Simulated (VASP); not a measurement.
# CeO3 (ReO3 type) (Pm-3m) in VASP: notebook, part 2 of 2

VASP 6.6.1.

### 3 Single point, PBE

This run uses another cell than the first one, of 21.23 Å³/atom, 1.020 times its volume.

INCAR

```
PREC = Accurate
ENCUT = 520
EDIFF = 1E-7
ISMEAR = -1
SIGMA = 0.06122561905347299
LREAL = False
LASPH = True
NELM = 100
ALGO = Normal
ISIF = 2
LWAVE = False
LCHARG = True
GGA = PE
LELF = True
LVHAR = True
NBANDS = 23
```

KPOINTS

```
regular mesh
0
Gamma
  9 9 9
```

POSCAR

```
CeO3
1.0
    4.3956921336      0.0000000000      0.0000000000
    0.0000000000      4.3956921336      0.0000000000
    0.0000000000      0.0000000000      4.3956921336
Ce O
1 3
Direct
    0.0000000000      0.0000000000      0.0000000000
    0.5000000000      0.0000000000      0.0000000000
    0.0000000000      0.5000000000      0.0000000000
    0.0000000000      0.0000000000      0.5000000000
```

Potentials or basis: VASP PAW PBE potentials, release 64 (Ce, O).

Launch:

```sh
> cat potpaw_PBE.64/Ce/POTCAR potpaw_PBE.64/O/POTCAR > POTCAR
> mpirun -np 1 vasp_std > vasp.out
```

OUTCAR:

```text
PREC = Accurate
   ENCUT = 520
   EDIFF = 1E-7
   ISMEAR = -1
   LREAL = False
   LASPH = True
   NELM = 100
   ISIF = 2
   GGA = PE

 ion  position               nearest neighbor table
   1  0.000  0.000  0.000-   2 2.20   3 2.20   4 2.20   4 2.20   3 2.20   2 2.20
   2  0.500  0.000  0.000-   1 2.20   1 2.20
   3  0.000  0.500  0.000-   1 2.20   1 2.20
   4  0.000  0.000  0.500-   1 2.20   1 2.20

  LATTYP: Found a simple cubic cell.
 ALAT       =     4.3956921336

  Lattice vectors:

 A1 = (   4.3956921336,   0.0000000000,   0.0000000000)
 A2 = (   0.0000000000,   4.3956921336,   0.0000000000)
 A3 = (   0.0000000000,   0.0000000000,   4.3956921336)

Analysis of symmetry for initial positions (statically):
=====================================================================
 Subroutine PRICEL returns:
 Original cell was already a primitive cell.

 Routine SETGRP: Setting up the symmetry group for a
 simple cubic supercell.

 Subroutine GETGRP returns: Found 48 space group operations
 (whereof 48 operations were pure point group operations)
 out of a pool of 48 trial point group operations.

The static configuration has the point symmetry O_h .

Analysis of symmetry for dynamics (positions and initial velocities):
=====================================================================
 Subroutine PRICEL returns:
 Original cell was already a primitive cell.

 Routine SETGRP: Setting up the symmetry group for a
 simple cubic supercell.

 Subroutine GETGRP returns: Found 48 space group operations
 (whereof 48 operations were pure point group operations)
 out of a pool of 48 trial point group operations.

The dynamic configuration has the point symmetry O_h .

 Subroutine INISYM returns: Found 48 space group operations
 (whereof 48 operations are pure point group operations),
 and found     1 'primitive' translations

----------------------------------------------------------------------------------------

                                     Primitive cell

  volume of cell :      84.9340

  direct lattice vectors                    reciprocal lattice vectors
     4.395692134  0.000000000  0.000000000     0.227495459  0.000000000  0.000000000
     0.000000000  4.395692134  0.000000000     0.000000000  0.227495459  0.000000000
     0.000000000  0.000000000  4.395692134     0.000000000  0.000000000  0.227495459

  length of vectors
     4.395692134  4.395692134  4.395692134     0.227495459  0.227495459  0.227495459

  position of ions in fractional coordinates (direct lattice)
     0.000000000  0.000000000  0.000000000
     0.500000000  0.000000000  0.000000000
     0.000000000  0.500000000  0.000000000
     0.000000000  0.000000000  0.500000000

  ion indices of the primitive-cell ions
   primitive index   ion index
                 1           1
                 2           2
                 3           3
                 4           4

----------------------------------------------------------------------------------------

 KPOINTS: regular mesh

Automatic generation of k-mesh.
 Grid dimensions read from file:
 generate k-points for:    9    9    9

 Generating k-lattice:

  Cartesian coordinates                     Fractional coordinates (reciprocal lattice)
     0.025277273  0.000000000  0.000000000     0.111111111  0.000000000  0.000000000
     0.000000000  0.025277273  0.000000000     0.000000000  0.111111111  0.000000000
     0.000000000  0.000000000  0.025277273     0.000000000  0.000000000  0.111111111

  Length of vectors
     0.025277273  0.025277273  0.025277273

  Shift w.r.t. Gamma in fractional coordinates (k-lattice)
     0.000000000  0.000000000  0.000000000

 Subroutine IBZKPT returns following result:
 ===========================================

 Found     35 irreducible k-points:

 Following reciprocal coordinates:
            Coordinates               Weight
  0.000000  0.000000  0.000000      1.000000
  0.111111  0.000000  0.000000      6.000000
  0.222222  0.000000  0.000000      6.000000
  0.333333  0.000000  0.000000      6.000000
  0.444444  0.000000  0.000000      6.000000
  0.111111  0.111111  0.000000     12.000000
[... 16 lines left out ...]
  0.333333  0.333333  0.111111     24.000000
  0.444444  0.333333  0.111111     48.000000
 [... further k-points ...]
   k-points           NKPTS =     35   k-points in BZ     NKDIM =     35   number of bands    NBANDS=     23
   number of dos      NEDOS =    301   number of ions     NIONS =      4
   total plane-waves  NPLWV =  46656
   dimension x,y,z NGX =    36 NGY =   36 NGZ =   36
   dimension x,y,z NGXF=    72 NGYF=   72 NGZF=   72
   ions per type =               1   3
   NGX,Y,Z   is equivalent  to a cutoff of  13.62, 13.62, 13.62 a.u.
   NGXF,Y,Z  is equivalent  to a cutoff of  27.23, 27.23, 27.23 a.u.
 SYSTEM =  unknown system
   PREC   = accura    normal or accurate (medium, high low for compatibility)
   ISTART =      0    job   : 0-new  1-cont  2-samecut
   ICHARG =      2    charge: 1-file 2-atom 10-const
   ISPIN  =      1    spin polarized calculation?
   LNONCOLLINEAR =      F non collinear calculations
   LSORBIT =      F    spin-orbit coupling
   LASPH  =      T    aspherical Exc in radial PAW
   ENCUT  =  520.0 eV  38.22 Ry    6.18 a.u.   8.17  8.17  8.17*2*pi/ulx,y,z
   NELM   =    100;   NELMIN=  2; NELMDL= -5     # of ELM steps
   EDIFF  = 0.1E-06   stopping-criterion for ELM
   LREAL  =      F    real-space projection
   EDIFFG = 0.1E-05   stopping-criterion for IOM
   NSW    =      0    number of steps for IOM
   IBRION =     -1    ionic relax: 0-MD 1-quasi-New 2-CG
   NFREE  =      0    steps in history (QN), initial steepest desc. (CG)
   ISIF   =      2    stress and relaxation
   ISYM   =      2    0-nonsym 1-usesym 2-fastsym
   POTIM  = 0.5000    time-step for ionic-motion
   TEBEG  =    0.0;   TEEND  =   0.0 temperature during run
   PSTRESS=    0.0 pullay stress
   NELECT =      30.0000    total number of electrons
   NUPDOWN=      -1.0000    fix difference up-down
   EMIN   =  10.00;   EMAX   =-10.00  energy-range for DOS
   EFERMI =   0.00;   METHOD = LEGACY
   ISMEAR =    -1;   SIGMA  =   0.06  broadening in eV -4-tet -1-fermi 0-gaus
   EFERMI_NEDOS =   21; number of points for ismear=-14 and -15
   IALGO  =     38    algorithm
   IMIX   =      4    mixing-type and parameters
     AMIX     =   0.40;   BMIX     =  1.00
     AMIX_MAG =   1.60;   BMIX_MAG =  1.00
  volume/ion in A,a.u.               =      21.23       143.29
  Fermi-wavevector in a.u.,A,eV,Ry     =   1.157234  2.186856 18.220804  1.339191
  Thomas-Fermi vector in A             =   2.293848
   LORBIT       =      0    0 simple, 1 ext, 2 COOP (PROOUT), +10 PAW based schemes
   GGA     = PE    functional components
   LHFCALC =     F    Hartree Fock is set to
   AEXX    =    0.0000 exact exchange contribution
   IVDW    =     0    specifies the selected vdW correction
   LEPSILON=     F    determine dielectric tensor
   LRPA    =     F    only Hartree local field effects (RPA)
 non-spin polarized calculation
  energy-cutoff  :      520.00
  volume of cell :       84.93
 maximum number of plane-waves:      2316
 NGX is ok and might be reduce to    36
   NGX = 17   NGY = 17   NGZ = 17

 number of electron      29.9999980 magnetization

 Free energy of the ion-electron system (eV)
  ---------------------------------------------------
  ext. energy  EPLUGINS =         0.00000000
  ---------------------------------------------------
  free energy    TOTEN  =       -27.69578642 eV

  energy without entropy =      -27.58828993  energy(sigma->0) =      -27.64203818

 E-fermi :  -1.2138     XC(G=0):  -7.9183

 val. band max:       -1.2143811276   @ k =   0.3333   0.3333   0.3333
 cond. band min:      -1.2123851899   @ k =   0.3333   0.3333   0.0000
 fundamental gap:      0.0019959377
 Fermi energy:        -1.2137678557

 k-point     1 :       0.0000    0.0000    0.0000
  band No.  band energies     occupation
      1     -33.0746      2.00000
      2     -17.0547      2.00000
      3     -17.0547      2.00000
      4     -16.6315      2.00000
      5     -16.1559      2.00000
      6     -16.1559      2.00000
[... 15 lines left out ...]
     22       2.6927      0.00000
     23       2.6927      0.00000
[... 575 lines left out ...]
      1     -33.0206      2.00000
      2     -18.9511      2.00000
      3     -18.6952      2.00000
      4     -17.5018      2.00000
      5     -15.3807      2.00000
      6     -13.3372      2.00000
[... 15 lines left out ...]
     22       1.8668      0.00000
     23       2.3359      0.00000

 [... further k-points ...]
[... 5 lines left out ...]
  --------------------------------------------------------------------------------------
  -------------------------------------------------------------------------------------
  Total       -0.9685978     -0.9685978     -0.9685978      0.0000000     -0.0000000      0.0000000
  in kB      -18.2714176    -18.2714176    -18.2714176      0.0000000     -0.0000000      0.0000000
  external PRESSURE =     -18.2714176 kB  Pullay stress =       0.0000000 kB

 VOLUME and BASIS-vectors are now :
 -----------------------------------------------------------------------------
  energy-cutoff  :      520.00
  volume of cell :       84.93
      direct lattice vectors                 reciprocal lattice vectors
     4.395692134  0.000000000  0.000000000     0.227495459  0.000000000  0.000000000
     0.000000000  4.395692134  0.000000000     0.000000000  0.227495459  0.000000000
     0.000000000  0.000000000  4.395692134     0.000000000  0.000000000  0.227495459

 POSITION                                       TOTAL-FORCE (eV/Angst)
 -----------------------------------------------------------------------------------
      0.00000      0.00000      0.00000         0.000000      0.000000      0.000000
      2.19785      0.00000      0.00000         0.000000      0.000000      0.000000
      0.00000      2.19785      0.00000         0.000000      0.000000      0.000000
      0.00000      0.00000      2.19785         0.000000      0.000000      0.000000
 -----------------------------------------------------------------------------------
    total drift:                                0.000000      0.000000     -0.000000

  FREE ENERGIE OF THE ION-ELECTRON SYSTEM (eV)
  ---------------------------------------------------
  free  energy   TOTEN  =       -27.6957864212 eV

  energy  without entropy=      -27.5882899338  energy(sigma->0) =      -27.64203818
```

stdout:

```text
POSCAR found type information on POSCAR CeO
 POSCAR found :  2 types and       4 ions
 scaLAPACK will be used
 LDA part: xc-table for (Slater+PW92), standard interpolation
 POSCAR, INCAR and KPOINTS ok, starting setup
 FFT: planning ... GRIDC
 FFT: planning ... GRID_SOFT
 FFT: planning ... GRID
 WAVECAR not read
 entering main loop
```

Run time: 80 s. Hardware: 1 thread of Intel Xeon Platinum 8488C (Sapphire Rapids), shared host; peak memory 0.25 GiB.

Results:

| Property | Result |
| --- | --- |
| Free energy | -27.6958 eV |
| Pressure | -1.8 GPa |
| Band gap on the k mesh | zero (band 15 reaches -0.89 eV, above the bottom of band 16 at -1.43 eV) |

Levels at points of the mesh, in eV from the Fermi level:
| k point | band 12 | band 13 | band 14 | band 15 | band 16 | band 17 | band 18 | band 19 |
| --- | --- | --- | --- | --- | --- | --- | --- | --- |
| (0.00, 0.00, 0.00) | -0.62 | -0.62 | 0.32 | 0.32 | 0.32 | 2.58 | 3.05 | 3.05 |

Caveat: spin-orbit coupling is left out, which moves the levels of the heavy elements; the run has no spin polarisation, though such a crystal can be magnetic; without U or exact exchange the open f shell lies at the Fermi level, which spoils levels, moments and volumes.

### 4 Single point, PBE

This run uses another cell than the first one, of 21.23 Å³/atom, 1.020 times its volume.

INCAR

```
SYSTEM = CeO3
PREC     = Accurate       ! precision mode
ENCUT    = 520            ! plane-wave cutoff, eV
EDIFF    = 1E-6           ! SCF threshold, eV
ISMEAR   = -1             ! smearing method
SIGMA    = 0.06122561905347299 ! smearing width, eV
LREAL    = .FALSE.        ! projectors in reciprocal space
LASPH    = .TRUE.         ! aspherical terms in the spheres
NELM     = 80             ! most SCF steps
ALGO     = Normal         ! electronic algorithm
ISIF     = 2              ! what is computed and relaxed
LWAVE    = .FALSE.        ! write WAVECAR
LCHARG   = .TRUE.         ! write CHGCAR
GGA      = PE             ! functional
LELF     = .TRUE.         ! ELF
LVHAR    = .TRUE.       
NBANDS   = 23             ! bands
```

KPOINTS

```
regular mesh
0
G
  9 9 9
  0 0 0
```

POSCAR is that of step 3.

Launch:

```sh
> cat potpaw_PBE.64/Ce/POTCAR potpaw_PBE.64/O/POTCAR > POTCAR
> mpirun -np 1 vasp_std > vasp.out
```

Wall time 72 s (1 thread of Intel Xeon Platinum 8488C (Sapphire Rapids), shared host); peak memory 0.24 GiB.

Results (log left out):

```
Free energy            : -27.6958 eV
Pressure               : -1.9 GPa
Band gap on the k mesh : zero (band 15 reaches -0.89 eV, above the bottom of band 16 at -1.43 eV)
```

Levels at points of the mesh, in eV from the Fermi level:
```csv
k point,band 13,band 14,band 15,band 16,band 17,band 18
"(0.00, 0.00, 0.00)",-0.62,0.32,0.32,0.32,2.58,3.05
```

Caveat: spin-orbit coupling is left out, which moves the levels of the heavy elements; the run has no spin polarisation, though such a crystal can be magnetic; without U or exact exchange the open f shell lies at the Fermi level, which spoils levels, moments and volumes. Spin polarisation is off, so any magnetic state and its effect on volume and gap are missing.

### 5 Single point, PBE

This run uses another cell than the first one, of 21.64 Å³/atom, 1.039 times its volume.

INCAR

```
PREC = Accurate ; ENCUT = 520
EDIFF = 1E-6 ; ISMEAR = -1
SIGMA = 0.06122561905347299 ; LREAL = F
LASPH = T ; NELM = 100
ALGO = Normal ; ISIF = 2
LWAVE = F ; LCHARG = F
GGA = PE ; NBANDS = 23
```

KPOINTS

```
regular mesh
0
Gamma
  9 9 9
```

POSCAR

```
CeO3
1.0
    4.4236909275      0.0000000000      0.0000000000
    0.0000000000      4.4236909275      0.0000000000
    0.0000000000      0.0000000000      4.4236909275
Ce O
1 3
Direct
    0.0000000000      0.0000000000      0.0000000000
    0.5000000000      0.0000000000      0.0000000000
    0.0000000000      0.5000000000      0.0000000000
    0.0000000000      0.0000000000      0.5000000000
```

Launch:

```sh
> cat potpaw_PBE.64/Ce/POTCAR potpaw_PBE.64/O/POTCAR > POTCAR
> mpirun -np 1 vasp_std > vasp.out
```

Wall time 80 s (1 thread of Intel Xeon Platinum 8488C (Sapphire Rapids), shared host); peak memory 0.25 GiB.

It converged, with:

| Quantity | Value |
| --- | --- |
| Free energy | -27.6750 eV |
| Pressure | -2.6 GPa |
| Band gap on the k mesh | zero (band 15 reaches -1.05 eV, above the bottom of band 16 at -1.53 eV) |

Levels at points of the mesh, in eV from the Fermi level:
| k point | band 13 | band 14 | band 15 | band 16 | band 17 | band 18 |
| --- | --- | --- | --- | --- | --- | --- |
| (0.00, 0.00, 0.00) | -0.58 | 0.28 | 0.28 | 0.28 | 2.54 | 2.99 |

Caveat: spin-orbit coupling is left out, which moves the levels of the heavy elements; the run has no spin polarisation, though such a crystal can be magnetic; without U or exact exchange the open f shell lies at the Fermi level, which spoils levels, moments and volumes. Spin polarisation is off, so any magnetic state and its effect on volume and gap are missing.

### 6 Summary

```tsv
cell	gap on the mesh (eV)	pressure (GPa)
a = 4.367 Å, 4 atoms	none	-1.0
a = 4.396 Å, 4 atoms	none	-1.9
a = 4.424 Å, 4 atoms	none	-2.6
```

Alike in all rows: task single point; level PBE; potentials or basis VASP PAW PBE potentials, release 64 (Ce, O); no spin polarisation; k mesh 9 × 9 × 9; cutoff (eV) 520; smearing fermi-dirac 0.0612256 eV.

Caveats: spin-orbit coupling is left out, which moves the levels of the heavy elements; the run has no spin polarisation, though such a crystal can be magnetic; without U or exact exchange the open f shell lies at the Fermi level, which spoils levels, moments and volumes.

Total energies depend on the potentials used, so only differences within one code and one set of settings carry meaning.
